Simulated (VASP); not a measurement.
# AlV2N3 (P-3m1) in VASP: notebook

The runs below take AlV2N3 through single point, with PBE.

All numbers are computed with VASP 6.6.1; they aren't measurements. Logs are shortened: lines on timing, memory, paths and dates and some standing lists are left out, and cuts for length are marked.

## Step 1: The cell of the first run

Symmetry: P-3m1, No. 164, trigonal system. The conventional cell has a = 2.930 Å, b = 2.930 Å, c = 7.040 Å, α = 90.00°, β = 90.00°, γ = 120.00°. Al (site symmetry -3m) has 6 N at 2.04 Å within 2.7 Å. V (site symmetry 3m) has 6 N at 1.99 to 2.16 Å and 3 V at 2.68 Å within 2.7 Å. Within 2.7 Å of N (site symmetry 3m) lie 3 Al at 2.04 Å and 3 V at 2.16 Å. Within 2.6 Å of N (site symmetry -3m) lie 6 V at 1.99 Å.

## Step 2: Single point, PBE

The input, INCAR:

```
ALGO = Normal ; EDIFF = 1E-6
ENCUT = 520 ; GGA = PE
ISIF = 2 ; ISMEAR = 0
LASPH = T ; LCHARG = F
LREAL = F ; LWAVE = F
NBANDS = 31 ; NELM = 100
PREC = Accurate ; SIGMA = 0.1
```

The input, KPOINTS:

```
k-points
0
Gamma
  6 6 4
```

The input, POSCAR:

```
AlV2N3
1.0
    2.9299266882      0.0000000000      0.0000000000
   -1.4649633441      2.5373909432      0.0000000000
    0.0000000000      0.0000000000      7.0397807599
Al V N
1 2 3
Direct
    0.0000000000      0.0000000000      0.5000000000
    0.6666666667      0.3333333333      0.8523654364
    0.3333333333      0.6666666667      0.1476345636
    0.3333333333      0.6666666667      0.6620015939
    0.6666666667      0.3333333333      0.3379984061
    0.0000000000      0.0000000000      0.0000000000
```

Potentials or basis: VASP PAW PBE potentials, release 64 (Al, V_sv, N).

Command:

```
> cat potpaw_PBE.64/Al/POTCAR potpaw_PBE.64/V_sv/POTCAR potpaw_PBE.64/N/POTCAR > POTCAR
> mpirun -np 1 vasp_std > vasp.out
```

OUTCAR:

```text
EDIFF = 1E-6
   ENCUT = 520
   GGA = PE
   ISIF = 2
   ISMEAR = 0
   LASPH = T
   LREAL = F
   NELM = 100
   PREC = Accurate

 ion  position               nearest neighbor table
   1  0.000  0.000  0.500-   4 2.04   5 2.04   4 2.04   5 2.04   5 2.04   4 2.04   2 3.00   3 3.00
                             3 3.00   2 3.00   3 3.00   2 3.00
   2  0.667  0.333  0.852-   6 1.99   6 1.99   6 1.99   4 2.16   4 2.16   4 2.16   3 2.68   3 2.68
                             3 2.68   1 3.00   1 3.00   1 3.00
   3  0.333  0.667  0.148-   6 1.99   6 1.99   6 1.99   5 2.16   5 2.16   5 2.16   2 2.68   2 2.68
                             2 2.68   1 3.00   1 3.00   1 3.00
   4  0.333  0.667  0.662-   1 2.04   1 2.04   1 2.04   2 2.16   2 2.16   2 2.16
   5  0.667  0.333  0.338-   1 2.04   1 2.04   1 2.04   3 2.16   3 2.16   3 2.16
   6  0.000  0.000  0.000-   2 1.99   3 1.99   3 1.99   2 1.99   2 1.99   3 1.99

  LATTYP: Found a hexagonal cell.
 ALAT       =     2.9299266882
 C/A-ratio  =     2.4027156680

  Lattice vectors:

 A1 = (   2.9299266882,   0.0000000000,   0.0000000000)
 A2 = (  -1.4649633441,   2.5373909432,   0.0000000000)
 A3 = (   0.0000000000,   0.0000000000,   7.0397807599)

Analysis of symmetry for initial positions (statically):
=====================================================================
 Subroutine PRICEL returns:
 Original cell was already a primitive cell.

 Routine SETGRP: Setting up the symmetry group for a
 hexagonal supercell.

 Subroutine GETGRP returns: Found 12 space group operations
 (whereof 12 operations were pure point group operations)
 out of a pool of 24 trial point group operations.

The static configuration has the point symmetry D_3d.

Analysis of symmetry for dynamics (positions and initial velocities):
=====================================================================
 Subroutine PRICEL returns:
 Original cell was already a primitive cell.

 Routine SETGRP: Setting up the symmetry group for a
 hexagonal supercell.

 Subroutine GETGRP returns: Found 12 space group operations
 (whereof 12 operations were pure point group operations)
 out of a pool of 24 trial point group operations.

The dynamic configuration has the point symmetry D_3d.

 Subroutine INISYM returns: Found 12 space group operations
 (whereof 12 operations are pure point group operations),
 and found     1 'primitive' translations

[... 103 lines left out ...]
   EDIFFG = 0.1E-04   stopping-criterion for IOM
   NSW    =      0    number of steps for IOM
   IBRION =     -1    ionic relax: 0-MD 1-quasi-New 2-CG
   NFREE  =      0    steps in history (QN), initial steepest desc. (CG)
   ISIF   =      2    stress and relaxation
   ISYM   =      2    0-nonsym 1-usesym 2-fastsym
   POTIM  = 0.5000    time-step for ionic-motion
   TEBEG  =    0.0;   TEEND  =   0.0 temperature during run
   PSTRESS=    0.0 pullay stress
   NELECT =      44.0000    total number of electrons
   NUPDOWN=      -1.0000    fix difference up-down
   EMIN   =  10.00;   EMAX   =-10.00  energy-range for DOS
   EFERMI =   0.00;   METHOD = LEGACY
   ISMEAR =     0;   SIGMA  =   0.10  broadening in eV -4-tet -1-fermi 0-gaus
   EFERMI_NEDOS =   21; number of points for ismear=-14 and -15
   IALGO  =     38    algorithm
   IMIX   =      4    mixing-type and parameters
     AMIX     =   0.40;   BMIX     =  1.00
     AMIX_MAG =   1.60;   BMIX_MAG =  1.00
  volume/ion in A,a.u.               =       8.72        58.86
  Fermi-wavevector in a.u.,A,eV,Ry     =   1.545105  2.919825 32.481856  2.387349
  Thomas-Fermi vector in A             =   2.650531
   LORBIT       =      0    0 simple, 1 ext, 2 COOP (PROOUT), +10 PAW based schemes
   GGA     = PE    functional components
   LHFCALC =     F    Hartree Fock is set to
   AEXX    =    0.0000 exact exchange contribution
   IVDW    =     0    specifies the selected vdW correction
   LEPSILON=     F    determine dielectric tensor
   LRPA    =     F    only Hartree local field effects (RPA)
 non-spin polarized calculation
 Gauss-broadening in eV      SIGMA  =   0.10
  energy-cutoff  :      520.00
  volume of cell :       52.34
 maximum number of plane-waves:      1443
 NGX is ok and might be reduce to    24
   NGX = 11   NGY = 11   NGZ = 27

 number of electron      44.0000007 magnetization

 Free energy of the ion-electron system (eV)
  ---------------------------------------------------
  ext. energy  EPLUGINS =         0.00000000
  ---------------------------------------------------
  free energy    TOTEN  =       -52.99910221 eV

  energy without entropy =      -52.98576505  energy(sigma->0) =      -52.99243363

 E-fermi :  11.4834     XC(G=0): -13.0838

 val. band max:       11.4759274402   @ k =   0.0000   0.1667   0.2500
 cond. band min:      11.5173583735   @ k =   0.3333  -0.0000   0.5000
 fundamental gap:      0.0414309333
 Fermi energy:        11.4833669779

 k-point     1 :       0.0000    0.0000    0.0000
  band No.  band energies     occupation
      1     -53.9153      2.00000
      2     -53.8151      2.00000
      3     -28.0239      2.00000
      4     -27.6041      2.00000
      5     -27.6041      2.00000
      6     -27.5614      2.00000
[... 805 lines left out ...]
     30      14.6247      0.00000
     31      19.8371      0.00000

------------------------ aborting loop because EDIFF is reached ----------------------------------------

  FORCE on cell =-STRESS in cart. coord.  units (eV):
  Direction    XX          YY          ZZ          XY          YZ          ZX
  --------------------------------------------------------------------------------------
  -------------------------------------------------------------------------------------
  Total        0.1572229      0.1572229      0.1779326      0.0000000      0.0000000      0.0000000
  in kB        4.8130812      4.8130812      5.4470687      0.0000000      0.0000000      0.0000000
  external PRESSURE =       5.0244104 kB  Pullay stress =       0.0000000 kB

 VOLUME and BASIS-vectors are now :
 -----------------------------------------------------------------------------
  energy-cutoff  :      520.00
  volume of cell :       52.34
      direct lattice vectors                 reciprocal lattice vectors
     2.929926688  0.000000000  0.000000000     0.341305468  0.197052804  0.000000000
    -1.464963344  2.537390943  0.000000000     0.000000000  0.394105608  0.000000000
     0.000000000  0.000000000  7.039780760     0.000000000  0.000000000  0.142049878

 POSITION                                       TOTAL-FORCE (eV/Angst)
 -----------------------------------------------------------------------------------
      0.00000      0.00000      3.51989         0.000000      0.000000      0.000000
      1.46496      0.84580      6.00047         0.000000     -0.000000     -0.049342
     -0.00000      1.69159      1.03931        -0.000000      0.000000      0.049342
     -0.00000      1.69159      4.66035         0.000000     -0.000000     -0.021939
      1.46496      0.84580      2.37943        -0.000000      0.000000      0.021939
      0.00000      0.00000      0.00000         0.000000      0.000000      0.000000
 -----------------------------------------------------------------------------------
    total drift:                               -0.000000      0.000000      0.000000

  FREE ENERGIE OF THE ION-ELECTRON SYSTEM (eV)
  ---------------------------------------------------
  free  energy   TOTEN  =       -52.9991022110 eV

  energy  without entropy=      -52.9857650486  energy(sigma->0) =      -52.99243363
```

OSZICAR:

```text
N       E                     dE             d eps       ncg     rms          rms(c)
DAV:   1     0.527370608677E+03    0.52737E+03   -0.24766E+04  1488   0.156E+03
DAV:   2    -0.230861189301E+02   -0.55046E+03   -0.52273E+03  1572   0.491E+02
DAV:   3    -0.647812209286E+02   -0.41695E+02   -0.40808E+02  1789   0.136E+02
DAV:   4    -0.658146363271E+02   -0.10334E+01   -0.10308E+01  1779   0.212E+01
DAV:   5    -0.658328113085E+02   -0.18175E-01   -0.18171E-01  1806   0.272E+00    0.431E+01
DAV:   6    -0.549933213784E+02    0.10839E+02   -0.77555E+01  1870   0.695E+01    0.143E+01
DAV:   7    -0.539779454978E+02    0.10154E+01   -0.24479E+01  1913   0.503E+01    0.165E+01
DAV:   8    -0.531383858013E+02    0.83956E+00   -0.24117E+00  1733   0.137E+01    0.623E+00
DAV:   9    -0.530251674308E+02    0.11322E+00   -0.88544E-01  1996   0.769E+00    0.134E+00
DAV:  10    -0.530102855147E+02    0.14882E-01   -0.78097E-02  1664   0.234E+00    0.907E-01
DAV:  11    -0.530015424396E+02    0.87431E-02   -0.22091E-02  1814   0.897E-01    0.497E-01
DAV:  12    -0.529995019704E+02    0.20405E-02   -0.12940E-02  2057   0.110E+00    0.191E-01
DAV:  13    -0.529991952364E+02    0.30673E-03   -0.17847E-03  1714   0.319E-01    0.880E-02
DAV:  14    -0.529991022854E+02    0.92951E-04   -0.40033E-04  2040   0.158E-01    0.223E-02
DAV:  15    -0.529991031941E+02   -0.90865E-06   -0.62805E-05  1677   0.503E-02    0.179E-02
DAV:  16    -0.529991022110E+02    0.98306E-06   -0.37238E-06  1590   0.151E-02
   1 F= -.52999102E+02 E0= -.52992434E+02  d E =-.133372E-01
```

stdout:

```text
POSCAR found type information on POSCAR AlV N
 POSCAR found :  3 types and       6 ions
 scaLAPACK will be used
 LDA part: xc-table for (Slater+PW92), standard interpolation
 POSCAR, INCAR and KPOINTS ok, starting setup
 FFT: planning ... GRIDC
 FFT: planning ... GRID_SOFT
 FFT: planning ... GRID
 WAVECAR not read
 entering main loop
```

Run time: 22 s. Hardware: 1 thread of Intel Xeon 6975P-C (Granite Rapids), shared host; peak memory 0.19 GiB.

Results:

```yaml
Free_energy: -52.9991 eV
Pressure: 0.5 GPa
Largest_force: 0.049 eV/Å
Band_gap_on_the_k_mesh: zero (bands 22 and 23 overlap by 1.26 eV)
```

Forces on the atoms (eV/Å):
```
Al   0.000  0.000  0.000
V    0.000  0.000 -0.049
V    0.000  0.000  0.049
N    0.000  0.000 -0.022
N    0.000  0.000  0.022
N    0.000  0.000  0.000
```

Levels at points of the mesh, in eV from the Fermi level:
```
           k point  band 20  band 21  band 22  band 23  band 24  band 25
(0.00, 0.00, 0.00)    -1.71    -1.42    -1.42    -0.80     0.48     0.48
(0.50, 0.00, 0.00)    -3.40    -3.09     0.46     0.50     1.04     1.20
(0.00, 0.00, 0.50)    -2.23    -1.37    -1.37    -0.51     0.47     0.47
(0.50, 0.00, 0.50)    -2.92    -2.47     0.36     0.51     0.99     1.04
```

Caveat: the k points lie up to 0.41 Å⁻¹ apart, too coarse for converged energies and pressures of a metal; the run has no spin polarisation, though such a crystal can be magnetic. With open d or f shells a metallic result of PBE can be an artefact of self-interaction; +U or a hybrid may open a gap.

## Step 3: Single point, PBE, collinear spin, antiferromagnetic start

The input, INCAR:

```
SYSTEM = AlV2N3
ALGO = Normal ; EDIFF = 1E-6
ENCUT = 520 ; GGA = PE
ISIF = 2 ; ISMEAR = 0
ISPIN = 2 ; LASPH = .TRUE.
LCHARG = .TRUE. ; LELF = .TRUE.
LMAXMIX = 4 ; LORBIT = 11
LREAL = .FALSE. ; LVHAR = .TRUE.
LWAVE = .FALSE. ; MAGMOM = 0 2 -2 0 0 0
NBANDS = 35 ; NELM = 150
PREC = Accurate ; SIGMA = 0.1
```

The input, KPOINTS:

```
k-points
0
G
  6 6 2
  0 0 0
```

The input, POSCAR:

```
AlV2N3
1.0
    2.9299266882      0.0000000000      0.0000000000
   -1.4649633441      2.5373909432      0.0000000000
    0.0000000000      0.0000000000      7.0397807599
Al V N
1 2 3
Direct
    0.0000000000      0.0000000000      0.4999995431
    0.6666666667      0.3333333333      0.8523654364
    0.3333333333      0.6666666667      0.1476343900
    0.3333333333      0.6666666667      0.6620015939
    0.6666666667      0.3333333333      0.3380009947
    0.0000000000      0.0000000000     -0.0000019581
```

Potentials or basis: VASP PAW PBE potentials, release 64 (Al, V_sv, N).

Command:

```
> cat potpaw_PBE.64/Al/POTCAR potpaw_PBE.64/V_sv/POTCAR potpaw_PBE.64/N/POTCAR > POTCAR
> mpirun -np 1 vasp_std > vasp.out
```

Wall time 42 s (1 thread of Intel Xeon 6975P-C (Granite Rapids), shared host); peak memory 0.21 GiB.

It converged, with:

```
Free energy                                           : -52.9899 eV
Pressure                                              : 0.6 GPa
Largest force                                         : 0.073 eV/Å
Band gap on the k mesh                                : zero (filled and empty bands overlap)
Net moment                                            : 0.00 μB per cell
Valence electrons inside the program's atomic spheres : Al 0.69; V 11.71; N 3.77, 3.82 (each value once)
```

Forces on the atoms (eV/Å):
```
Al   0.000  0.000  0.000
V    0.000  0.000 -0.073
V    0.000  0.000  0.073
N    0.000  0.000 -0.008
N    0.000  0.000  0.008
N    0.000  0.000  0.000
```

Levels at points of the mesh, in eV from the Fermi level:
Spin up:
```tsv
k point	band 20	band 21	band 22	band 23	band 24	band 25
(0.00, 0.00, 0.00)	-1.67	-1.39	-1.39	-0.77	0.50	0.50
(0.50, 0.00, 0.00)	-3.37	-3.07	0.49	0.52	1.06	1.22
(0.00, 0.00, 0.50)	-2.19	-1.34	-1.34	-0.48	0.49	0.49
(0.50, 0.00, 0.50)	-2.89	-2.45	0.38	0.53	1.01	1.06
```
Spin down:
```tsv
k point	band 20	band 21	band 22	band 23	band 24	band 25
(0.00, 0.00, 0.00)	-1.67	-1.39	-1.39	-0.77	0.50	0.50
(0.50, 0.00, 0.00)	-3.37	-3.07	0.49	0.52	1.06	1.22
(0.00, 0.00, 0.50)	-2.19	-1.34	-1.34	-0.48	0.49	0.49
(0.50, 0.00, 0.50)	-2.89	-2.45	0.38	0.53	1.01	1.06
```

Caveat: the k points lie up to 0.45 Å⁻¹ apart, too coarse for converged energies and pressures of a metal. With open d or f shells a metallic result of PBE can be an artefact of self-interaction; +U or a hybrid may open a gap.

## Step 4: Single point, PBE

The input, INCAR:

```
SYSTEM = AlV2N3
ALGO = Normal
EDIFF = 1E-6
ENCUT = 520
GGA = PE
ISIF = 2
ISMEAR = 0
LASPH = .TRUE.
LCHARG = .FALSE.
LREAL = .FALSE.
LWAVE = .FALSE.
NBANDS = 31
NELM = 80
PREC = Accurate
SIGMA = 0.1
```

The input, KPOINTS:

```
k-points
0
G
  12 12 6
  0 0 0
```

The input, POSCAR:

```
AlV2N3
1.0
    2.9259910333      0.0000000000      0.0000000000
   -1.4629955166      2.5339825660      0.0000000000
    0.0000000000      0.0000000000      7.0545034145
Al V N
1 2 3
Direct
    0.0000000000      0.0000000000      0.5000000000
    0.6666666667      0.3333333333      0.8520467434
    0.3333333333      0.6666666667      0.1479532566
    0.3333333333      0.6666666667      0.6618730265
    0.6666666667      0.3333333333      0.3381269735
    0.0000000000      0.0000000000      0.0000000000
```

Command:

```
> cat potpaw_PBE.64/Al/POTCAR potpaw_PBE.64/V_sv/POTCAR potpaw_PBE.64/N/POTCAR > POTCAR
> mpirun -np 1 vasp_std > vasp.out
```

It took 75 s on 1 thread of Intel Xeon 6975P-C (Granite Rapids), shared host; peak memory 0.27 GiB.

It converged, with:

```yaml
Free_energy: -53.0271 eV
Pressure: 0.5 GPa
Largest_force: 0.077 eV/Å
Band_gap_on_the_k_mesh: zero (bands 22 and 23 overlap by 1.27 eV)
```

Forces on the atoms (eV/Å):
```
Al   0.000  0.000  0.000
V    0.000  0.000 -0.077
V    0.000  0.000  0.077
N    0.000  0.000 -0.027
N    0.000  0.000  0.027
N    0.000  0.000  0.000
```

Levels at points of the mesh, in eV from the Fermi level:
| k point | band 18 | band 19 | band 20 | band 21 | band 22 | band 23 | band 24 | band 25 | band 26 | band 27 |
| --- | --- | --- | --- | --- | --- | --- | --- | --- | --- | --- |
| (0.00, 0.00, 0.00) | -1.88 | -1.81 | -1.81 | -1.50 | -1.50 | -0.93 | 0.36 | 0.36 | 0.74 | 0.87 |
| (0.50, 0.00, 0.00) | -3.89 | -3.83 | -3.51 | -3.21 | 0.34 | 0.41 | 0.95 | 1.10 | 1.12 | 1.88 |
| (0.00, 0.00, 0.50) | -3.03 | -2.33 | -2.33 | -1.46 | -1.46 | -0.63 | 0.35 | 0.35 | 0.85 | 1.09 |
| (0.50, 0.00, 0.50) | -4.30 | -4.13 | -3.02 | -2.59 | 0.24 | 0.43 | 0.90 | 0.94 | 1.23 | 1.53 |

Caveat: the run has no spin polarisation, though such a crystal can be magnetic. With open d or f shells a metallic result of PBE can be an artefact of self-interaction; +U or a hybrid may open a gap.

## Step 5: The runs side by side

| spin | cell | k mesh | gap on the mesh (eV) | pressure (GPa) | largest force (eV/Å) |
| --- | --- | --- | --- | --- | --- |
| off | a = 2.930, b = 2.930, c = 7.040 Å, angles 90.0, 90.0, 120.0°, 6 atoms | 6 × 6 × 4 | none | 0.5 | 0.05 |
| collinear, antiferromagnetic start | a = 2.930, b = 2.930, c = 7.040 Å, angles 90.0, 90.0, 120.0°, 6 atoms | 6 × 6 × 2 | none | 0.6 | 0.07 |
| off | a = 2.926, b = 2.926, c = 7.055 Å, angles 90.0, 90.0, 120.0°, 6 atoms | 12 × 12 × 6 | none | 0.5 | 0.08 |

Alike in all rows: task single point; level PBE; potentials or basis VASP PAW PBE potentials, release 64 (Al, V_sv, N); cutoff (eV) 520; smearing gaussian 0.1 eV.

Caveats: some runs use coarse meshes.

Absolute energies hang on the potentials; compare differences alone.
